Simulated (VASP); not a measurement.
Here is a VASP 6.6.1 calculation.

Contents of INCAR:

```
PREC     = Accurate       # precision mode
ENCUT    = 500            # plane-wave cutoff, eV
EDIFF    = 1E-6           # SCF threshold, eV
ISMEAR   = 1              # smearing method
SIGMA    = 0.1            # smearing width, eV
LREAL    = False          # projectors in reciprocal space
LASPH    = True           # aspherical terms in the spheres
NELM     = 120            # most SCF steps
ALGO     = Normal         # electronic algorithm
ISIF     = 2              # what is computed and relaxed
LWAVE    = False          # write WAVECAR
LCHARG   = False          # write CHGCAR
GGA      = PS             # functional
NBANDS   = 11             # bands
GGA_COMPAT= False
```

The input KPOINTS:

```
Automatic mesh
0
Gamma
  7 7 7
```

File POSCAR:

```
Hf
1.0
    2.8789860000      0.0108920000      0.0312790000
    0.0108920000      2.8924850000     -0.0036490000
    0.0312790000     -0.0036490000      2.9711840000
Hf
1
Direct
    0.5082420000      0.4985950000      0.5007900000
```

Potentials or basis: VASP PAW PBE potentials, release 64 (Hf_pv).

Command:

```bash
$ cat potpaw_PBE.64/Hf_pv/POTCAR > POTCAR
$ mpirun -np 1 vasp_std > vasp.out
```

(1) What does it give for the pressure?

(2) What does it give for the band gap on the k mesh?

## Answers

(1) -3.9 GPa.

(2) zero (band 5 reaches 4.35 eV, above the bottom of band 6 at 2.24 eV).

Caveat: the PAW data sets were made with another functional, which shifts forces and pressure a little; spin-orbit coupling is left out, which moves the levels of the heavy elements.
